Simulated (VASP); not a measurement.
Write the native input for VASP 6.6.1 that does the following.

```
Task                   : single point
Functional             : LDA
Potentials or basis    : VASP PAW LDA potentials, release 64 (Bi_d, Br, O)
Cutoff                 : 520 eV
k mesh                 : 8 × 8 × 4
Occupations            : gaussian, width 0.05 eV
Spin                   : no spin polarisation
Dipole correction      : no
Further INCAR settings : ALGO = Normal; EDIFF = 1e-06; NBANDS = 37
```

The structure of BiBrO lies in POSCAR:

```
BiBrO
1.0
    3.7532000000      0.0000000000      0.0000000000
    0.0000000000      3.7532000000      0.0000000000
    0.0000000000      0.0000000000      8.1496000000
Bi Br O
2 2 2
Direct
    0.0000000000      0.5000000000      0.1575579020
    0.5000000000      0.0000000000      0.8424420980
    0.0000000000      0.5000000000      0.6517216503
    0.5000000000      0.0000000000      0.3482783497
    0.0000000000      0.0000000000      0.0000000000
    0.5000000000      0.5000000000      0.0000000000
```

The input as run:

INCAR

```
PREC = Accurate
ENCUT = 520
EDIFF = 1E-6
ISMEAR = 0
SIGMA = 0.05
LREAL = F
LASPH = T
NELM = 80
ALGO = Normal
ISIF = 2
LWAVE = F
LCHARG = F
GGA = CA
NBANDS = 37
```

KPOINTS

```
Automatic mesh
0
Gamma
  8 8 4
```

Potentials or basis: VASP PAW LDA potentials, release 64 (Bi_d, Br, O).

The run is started by

```bash
$ cat potpaw_LDA.64/Bi_d/POTCAR potpaw_LDA.64/Br/POTCAR potpaw_LDA.64/O/POTCAR > POTCAR
$ mpirun -np 1 vasp_std > vasp.out
```

It gave:

| Item | Value |
| --- | --- |
| Pressure | 5.2 GPa |
| Largest force | 0.103 eV/Å |
| Band gap on the k mesh | 2.26 eV (least direct gap 2.63 eV) |

Caveat: the cell stands under pressure; spin-orbit coupling is left out, which moves the levels of the heavy elements.

Wall time 2.1 min on 1 thread of Intel(R) Xeon(R) Platinum 8488C (Sapphire Rapids) (shared host), peak memory 0.29 GiB.
